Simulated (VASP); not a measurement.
# Rh (R-3m) in VASP: notebook, part 2 of 3

VASP 6.6.1. The steps go on from the part before.

## (3) Electric field gradients, PBE (equal xy, yz and zx shear strains of +1 %)

INCAR reads:

```
PREC = Accurate
ENCUT = 520
EDIFF = 1E-8
ISMEAR = -1
SIGMA = 0.08
LREAL = False
LASPH = True
NELM = 80
ALGO = Normal
ISIF = 2
LWAVE = False
LCHARG = False
GGA = PE
LEFG = True
NBANDS = 14
```

KPOINTS reads:

```
regular mesh
0
Gamma
  16 16 16
```

POSCAR reads:

```
Rh
1.0
    0.0190155000      1.9110577500      1.9110577500
    1.9110577500      0.0190155000      1.9110577500
    1.9110577500      1.9110577500      0.0190155000
Rh
1
Direct
    0.0000000000      0.0000000000      0.0000000000
```

Potentials or basis: VASP PAW PBE potentials, release 64 (Rh_pv).

Started as:

```bash
$ cat potpaw_PBE.64/Rh_pv/POTCAR > POTCAR
$ mpirun -np 1 vasp_std > vasp.out
```

OUTCAR:

```text
PREC = Accurate
   ENCUT = 520
   EDIFF = 1E-8
   ISMEAR = -1
   LREAL = False
   LASPH = True
   NELM = 80
   ISIF = 2
   GGA = PE

 ion  position               nearest neighbor table
   1  0.000  0.000  0.000-

  LATTYP: Found a trigonal (rhomboedric) cell.
 ALAT       =     2.7027106832
 COS(alpha) =     0.5099250056

  Lattice vectors:

 A1 = (   0.0190155000,   1.9110577500,   1.9110577500)
 A2 = (   1.9110577500,   0.0190155000,   1.9110577500)
 A3 = (   1.9110577500,   1.9110577500,   0.0190155000)

Analysis of symmetry for initial positions (statically):
=====================================================================
 Subroutine PRICEL returns:
 Original cell was already a primitive cell.

 Routine SETGRP: Setting up the symmetry group for a
 trigonal (rhombohedral) supercell.

 Subroutine GETGRP returns: Found 12 space group operations
 (whereof 12 operations were pure point group operations)
 out of a pool of 12 trial point group operations.

The static configuration has the point symmetry D_3d.

Analysis of symmetry for dynamics (positions and initial velocities):
=====================================================================
 Subroutine PRICEL returns:
 Original cell was already a primitive cell.

 Routine SETGRP: Setting up the symmetry group for a
 trigonal (rhombohedral) supercell.

 Subroutine GETGRP returns: Found 12 space group operations
 (whereof 12 operations were pure point group operations)
 out of a pool of 12 trial point group operations.

The dynamic configuration has the point symmetry D_3d.
[... 161 lines left out ...]
      9      10.9162      1.99999
     10      27.8940      0.00000
     11      32.4400      0.00000
     12      33.0451      0.00000
     13      33.5205      0.00000
     14      33.5205      0.00000
[... 377 lines left out ...]
      1     -34.5444      2.00000
      2     -34.4947      2.00000
      3     -34.4807      2.00000
      4       4.3610      2.00000
      5       8.6727      2.00000
      6       8.8716      2.00000
      7       9.0815      2.00000
      8      10.7183      2.00000
      9      10.9309      1.99999
     10      28.4954      0.00000
     11      31.7663      0.00000
     12      32.4420      0.00000
     13      33.3465      0.00000
     14      34.1398      0.00000

 [... further k-points ...]

------------------------ aborting loop because EDIFF is reached ----------------------------------------

  FORCE on cell =-STRESS in cart. coord.  units (eV):
  Direction    XX          YY          ZZ          XY          YZ          ZX
  --------------------------------------------------------------------------------------
  -------------------------------------------------------------------------------------
  Total        0.5294387      0.5294387      0.5294387     -0.1705393     -0.1705393     -0.1705393
  in kB       61.6886812     61.6886812     61.6886812    -19.8707482    -19.8707482    -19.8707482
  external PRESSURE =      61.6886812 kB  Pullay stress =       0.0000000 kB

 VOLUME and BASIS-vectors are now :
 -----------------------------------------------------------------------------
  energy-cutoff  :      520.00
  volume of cell :       13.75
      direct lattice vectors                 reciprocal lattice vectors
     0.019015500  1.911057750  1.911057750    -0.265572953  0.262956471  0.262956471
     1.911057750  0.019015500  1.911057750     0.262956471 -0.265572953  0.262956471
     1.911057750  1.911057750  0.019015500     0.262956471  0.262956471 -0.265572953

 POSITION                                       TOTAL-FORCE (eV/Angst)
 -----------------------------------------------------------------------------------
      0.00000      0.00000      0.00000         0.000000     -0.000000      0.000000
 -----------------------------------------------------------------------------------
    total drift:                                0.000000     -0.000000      0.000000

  FREE ENERGIE OF THE ION-ELECTRON SYSTEM (eV)
  ---------------------------------------------------
  free  energy   TOTEN  =        -7.2649630853 eV

  energy  without entropy=       -7.2353459967  energy(sigma->0) =       -7.25015454

 Electric field gradients (V/A^2)
---------------------------------------------------------------------
 ion       V_xx      V_yy      V_zz      V_xy      V_xz      V_yz
---------------------------------------------------------------------
   1      -0.000    -0.000    -0.000     0.641     0.641     0.641
---------------------------------------------------------------------

 Electric field gradients after diagonalization (V/A^2)
 (convention: |V_zz| > |V_xx| > |V_yy|)
----------------------------------------------------------------------
 ion       V_xx      V_yy      V_zz     asymmetry (V_yy - V_xx)/ V_zz
----------------------------------------------------------------------
   1      -0.641    -0.641     1.283       0.000
----------------------------------------------------------------------

           NMR quadrupolar parameters

 Cq : quadrupolar parameter    Cq=e*Q*V_zz/h
 eta: asymmetry parameters     (V_yy - V_xx)/ V_zz
 Q  : nuclear electric quadrupole moment in mb (millibarn)
----------------------------------------------------------------------
 ion       Cq(MHz)       eta       Q (mb)
----------------------------------------------------------------------
   1       0.003       0.000       1.000
----------------------------------------------------------------------
```

OSZICAR:

```text
N       E                     dE             d eps       ncg     rms          rms(c)
DAV:   1     0.119665805141E+03    0.11967E+03   -0.87517E+03 11742   0.115E+03
DAV:   2    -0.621080254015E+01   -0.12588E+03   -0.12039E+03 12846   0.340E+02
DAV:   3    -0.775485004877E+01   -0.15440E+01   -0.15414E+01 14004   0.413E+01
DAV:   4    -0.776054789741E+01   -0.56978E-02   -0.56976E-02 13266   0.257E+00
DAV:   5    -0.776059790451E+01   -0.50007E-04   -0.50009E-04 13752   0.213E-01    0.102E+01
DAV:   6    -0.728474492524E+01    0.47585E+00   -0.80677E-01 12276   0.124E+01    0.357E+00
DAV:   7    -0.726840689899E+01    0.16338E-01   -0.17075E-02 13632   0.161E+00    0.168E+00
DAV:   8    -0.726511109827E+01    0.32958E-02   -0.34366E-03 12324   0.788E-01    0.211E-01
DAV:   9    -0.726496116906E+01    0.14993E-03   -0.10810E-04 12414   0.144E-01    0.114E-02
DAV:  10    -0.726496299650E+01   -0.18274E-05   -0.30025E-06 13278   0.212E-02    0.324E-03
DAV:  11    -0.726496315824E+01   -0.16173E-06   -0.29970E-07 13314   0.750E-03    0.899E-04
DAV:  12    -0.726496307716E+01    0.81077E-07   -0.91566E-09  8382   0.137E-03    0.237E-04
DAV:  13    -0.726496308530E+01   -0.81436E-08   -0.43536E-10  6066   0.295E-04
   1 F= -.72649631E+01 E0= -.72501545E+01  d E =-.296171E-01
```

stdout:

```text
POSCAR found type information on POSCAR Rh
 POSCAR found :  1 types and       1 ions
 scaLAPACK will be used
 LDA part: xc-table for (Slater+PW92), standard interpolation
 POSCAR, INCAR and KPOINTS ok, starting setup
 FFT: planning ... GRIDC
 FFT: planning ... GRID_SOFT
 FFT: planning ... GRID
 WAVECAR not read
 entering main loop
ion   1
```

It took 28 s on 1 thread of Intel Xeon 6975P-C (Granite Rapids), shared host; peak memory 0.18 GiB.

What came out:

- Free energy: -7.2650 eV
- Pressure: 6.2 GPa
- Band gap on the k mesh: zero (an odd number of electrons rules out a gap without spin polarisation)
- Largest electric field gradient by atom: Rh +1.3 V/Å²

Electric field gradients, principal values (V/Å²):
```
atom   least  middle  greatest (by size)
1 Rh  -0.641  -0.641               1.283
```

Caveat: the cell differs from its parent crystal (equal xy, yz and zx shear strains of +1 %); the cell stands under pressure; without QUAD_EFG the Cq values of the log hold for a quadrupole moment of 1 mb, not for the nuclei.

## (4) Electric field gradients, PBE (equal xy, yz and zx shear strains of +3 %)

INCAR reads:

```
SYSTEM = Rh
PREC     = Accurate       ! precision mode
ENCUT    = 520            ! plane-wave cutoff, eV
EDIFF    = 1E-8           ! SCF threshold, eV
ISMEAR   = -1             ! smearing method
SIGMA    = 0.08           ! smearing width, eV
LREAL    = .False.        ! projectors in reciprocal space
LASPH    = .True.         ! aspherical terms in the spheres
NELM     = 100            ! most SCF steps
ALGO     = Normal         ! electronic algorithm
ISIF     = 2              ! what is computed and relaxed
LWAVE    = .False.        ! write WAVECAR
LCHARG   = .False.        ! write CHGCAR
GGA      = PE             ! functional
LEFG     = .True.       
NBANDS   = 14             ! bands
```

KPOINTS reads:

```
regular mesh
0
Gamma
  16 16 16
  0 0 0
```

POSCAR reads:

```
Rh
1.0
    0.0570465000      1.9300732500      1.9300732500
    1.9300732500      0.0570465000      1.9300732500
    1.9300732500      1.9300732500      0.0570465000
Rh
1
Direct
    0.0000000000      0.0000000000      0.0000000000
```

Potentials or basis: VASP PAW PBE potentials, release 64 (Rh_pv).

Started as:

```bash
$ cat potpaw_PBE.64/Rh_pv/POTCAR > POTCAR
$ mpirun -np 1 vasp_std > vasp.out
```

OUTCAR:

```text
SYSTEM = Rh
   PREC = Accurate
   ENCUT = 520
   EDIFF = 1E-8
   ISMEAR = -1
   LREAL = .False.
   LASPH = .True.
   NELM = 100
   ISIF = 2
   GGA = PE

 ion  position               nearest neighbor table
   1  0.000  0.000  0.000-

  LATTYP: Found a trigonal (rhomboedric) cell.
 ALAT       =     2.7301318290
 COS(alpha) =     0.5293254421

  Lattice vectors:

 A1 = (   0.0570465000,   1.9300732500,   1.9300732500)
 A2 = (   1.9300732500,   0.0570465000,   1.9300732500)
 A3 = (   1.9300732500,   1.9300732500,   0.0570465000)

Analysis of symmetry for initial positions (statically):
=====================================================================
 Subroutine PRICEL returns:
 Original cell was already a primitive cell.

 Routine SETGRP: Setting up the symmetry group for a
 trigonal (rhombohedral) supercell.

 Subroutine GETGRP returns: Found 12 space group operations
 (whereof 12 operations were pure point group operations)
 out of a pool of 12 trial point group operations.

The static configuration has the point symmetry D_3d.

Analysis of symmetry for dynamics (positions and initial velocities):
=====================================================================
 Subroutine PRICEL returns:
 Original cell was already a primitive cell.

 Routine SETGRP: Setting up the symmetry group for a
 trigonal (rhombohedral) supercell.

 Subroutine GETGRP returns: Found 12 space group operations
 (whereof 12 operations were pure point group operations)
 out of a pool of 12 trial point group operations.

The dynamic configuration has the point symmetry D_3d.

 Subroutine INISYM returns: Found 12 space group operations
 (whereof 12 operations are pure point group operations),
 and found     1 'primitive' translations

----------------------------------------------------------------------------------------

                                     Primitive cell

  volume of cell :      13.7424

  direct lattice vectors                    reciprocal lattice vectors
     0.057046500  1.930073250  1.930073250    -0.270835189  0.263060016  0.263060016
     1.930073250  0.057046500  1.930073250     0.263060016 -0.270835189  0.263060016
     1.930073250  1.930073250  0.057046500     0.263060016  0.263060016 -0.270835189

  length of vectors
     2.730131829  2.730131829  2.730131829     0.460166104  0.460166104  0.460166104

  position of ions in fractional coordinates (direct lattice)
     0.000000000  0.000000000  0.000000000

  ion indices of the primitive-cell ions
   primitive index   ion index
                 1           1

----------------------------------------------------------------------------------------

 KPOINTS: regular mesh

Automatic generation of k-mesh.
 Grid dimensions read from file:
 generate k-points for:   16   16   16

 Generating k-lattice:

  Cartesian coordinates                     Fractional coordinates (reciprocal lattice)
    -0.016927199  0.016441251  0.016441251     0.062500000  0.000000000 -0.000000000
     0.016441251 -0.016927199  0.016441251     0.000000000  0.062500000 -0.000000000
     0.016441251  0.016441251 -0.016927199     0.000000000  0.000000000  0.062500000
[... 73 lines left out ...]
   EFERMI_NEDOS =   21; number of points for ismear=-14 and -15
   IALGO  =     38    algorithm
   IMIX   =      4    mixing-type and parameters
     AMIX     =   0.40;   BMIX     =  1.00
     AMIX_MAG =   1.60;   BMIX_MAG =  1.00
  volume/ion in A,a.u.               =      13.74        92.74
  Fermi-wavevector in a.u.,A,eV,Ry     =   1.685586  3.185296 38.656880  2.841200
  Thomas-Fermi vector in A             =   2.768403
   LORBIT       =      0    0 simple, 1 ext, 2 COOP (PROOUT), +10 PAW based schemes
   GGA     = PE    functional components
   LHFCALC =     F    Hartree Fock is set to
   AEXX    =    0.0000 exact exchange contribution
   IVDW    =     0    specifies the selected vdW correction
   LEPSILON=     F    determine dielectric tensor
   LRPA    =     F    only Hartree local field effects (RPA)
 non-spin polarized calculation
  energy-cutoff  :      520.00
  volume of cell :       13.74
 maximum number of plane-waves:       380
   NGX = 11   NGY = 11   NGZ = 11

 number of electron      15.0000004 magnetization

 Free energy of the ion-electron system (eV)
  ---------------------------------------------------
  ext. energy  EPLUGINS =         0.00000000
  ---------------------------------------------------
  free energy    TOTEN  =        -7.24452648 eV

  energy without entropy =       -7.21487624  energy(sigma->0) =       -7.22970136

 E-fermi :  11.9023     XC(G=0): -14.0318

 val. band max:       11.8950491995   @ k =   0.4375   0.3750   0.3125
 cond. band min:      11.9041203315   @ k =   0.5000   0.2500   0.1250
 fundamental gap:      0.0090711319
 Fermi energy:        11.9023477533

 k-point     1 :       0.0000    0.0000    0.0000
  band No.  band energies     occupation
      1     -34.4713      2.00000
      2     -34.4556      2.00000
      3     -34.4556      2.00000
      4       3.9528      2.00000
      5       8.4805      2.00000
      6       8.9810      2.00000
      7       8.9810      2.00000
      8      10.9582      1.99999
      9      10.9582      1.99999
     10      27.8691      0.00000
     11      32.4543      0.00000
     12      32.4818      0.00000
     13      33.8744      0.00000
     14      33.8744      0.00000
[... 377 lines left out ...]
      1     -34.5340      2.00000
      2     -34.4825      2.00000
      3     -34.4695      2.00000
      4       4.3803      2.00000
      5       8.6626      2.00000
      6       8.7504      2.00000
      7       9.2128      2.00000
      8      10.7332      2.00000
      9      10.9488      1.99999
     10      28.5135      0.00000
     11      31.9932      0.00000
     12      32.4575      0.00000
     13      32.9914      0.00000
     14      34.3113      0.00000

 [... further k-points ...]

------------------------ aborting loop because EDIFF is reached ----------------------------------------

  FORCE on cell =-STRESS in cart. coord.  units (eV):
  Direction    XX          YY          ZZ          XY          YZ          ZX
  --------------------------------------------------------------------------------------
  -------------------------------------------------------------------------------------
  Total        0.6022016      0.6022016      0.6022016     -0.5069195     -0.5069195     -0.5069195
  in kB       70.2084760     70.2084760     70.2084760    -59.0998898    -59.0998898    -59.0998898
  external PRESSURE =      70.2084760 kB  Pullay stress =       0.0000000 kB

 VOLUME and BASIS-vectors are now :
 -----------------------------------------------------------------------------
  energy-cutoff  :      520.00
  volume of cell :       13.74
      direct lattice vectors                 reciprocal lattice vectors
     0.057046500  1.930073250  1.930073250    -0.270835189  0.263060016  0.263060016
     1.930073250  0.057046500  1.930073250     0.263060016 -0.270835189  0.263060016
     1.930073250  1.930073250  0.057046500     0.263060016  0.263060016 -0.270835189

 POSITION                                       TOTAL-FORCE (eV/Angst)
 -----------------------------------------------------------------------------------
      0.00000      0.00000      0.00000         0.000000      0.000000      0.000000
 -----------------------------------------------------------------------------------
    total drift:                                0.000000      0.000000      0.000000

  FREE ENERGIE OF THE ION-ELECTRON SYSTEM (eV)
  ---------------------------------------------------
  free  energy   TOTEN  =        -7.2445264801 eV

  energy  without entropy=       -7.2148762405  energy(sigma->0) =       -7.22970136

 Electric field gradients (V/A^2)
---------------------------------------------------------------------
 ion       V_xx      V_yy      V_zz      V_xy      V_xz      V_yz
---------------------------------------------------------------------
   1       0.000     0.000    -0.000     1.934     1.934     1.934
---------------------------------------------------------------------

 Electric field gradients after diagonalization (V/A^2)
 (convention: |V_zz| > |V_xx| > |V_yy|)
----------------------------------------------------------------------
 ion       V_xx      V_yy      V_zz     asymmetry (V_yy - V_xx)/ V_zz
----------------------------------------------------------------------
   1      -1.934    -1.934     3.869       0.000
----------------------------------------------------------------------

           NMR quadrupolar parameters

 Cq : quadrupolar parameter    Cq=e*Q*V_zz/h
 eta: asymmetry parameters     (V_yy - V_xx)/ V_zz
 Q  : nuclear electric quadrupole moment in mb (millibarn)
----------------------------------------------------------------------
 ion       Cq(MHz)       eta       Q (mb)
----------------------------------------------------------------------
   1       0.009       0.000       1.000
----------------------------------------------------------------------
```

Run time: 25 s. Hardware: 1 thread of Intel Xeon 6975P-C (Granite Rapids), shared host; peak memory 0.18 GiB.

Results:

```
Free energy                             : -7.2445 eV
Pressure                                : 7.0 GPa
Band gap on the k mesh                  : zero (an odd number of electrons rules out a gap without spin polarisation)
Largest electric field gradient by atom : Rh +3.9 V/Å²
```

Stress tensor (GPa, compression positive):
```
 7.02 -5.91 -5.91
-5.91  7.02 -5.91
-5.91 -5.91  7.02
```

Levels at points of the mesh, in eV from the Fermi level:
| k point | band 5 | band 6 | band 7 | band 8 | band 9 | band 10 |
| --- | --- | --- | --- | --- | --- | --- |
| (0.00, 0.00, 0.00) | -3.42 | -2.92 | -2.92 | -0.94 | -0.94 | 15.97 |
| (0.50, 0.00, 0.00) | -3.48 | -2.84 | 0.42 | 0.79 | 0.90 | 8.90 |
| (0.50, 0.50, 0.00) | -5.94 | 0.51 | 1.00 | 1.05 | 3.29 | 12.31 |
| (0.50, 0.50, 0.50) | -3.09 | -3.09 | 0.31 | 0.50 | 0.50 | 7.99 |

Electric field gradients, principal values (V/Å²):
```tsv
atom	least	middle	greatest (by size)
1 Rh	-1.934	-1.934	3.869
```

Caveat: the cell differs from its parent crystal (equal xy, yz and zx shear strains of +3 %); the cell stands under pressure; without QUAD_EFG the Cq values of the log hold for a quadrupole moment of 1 mb, not for the nuclei.

(Continued in part 3 of 3.)
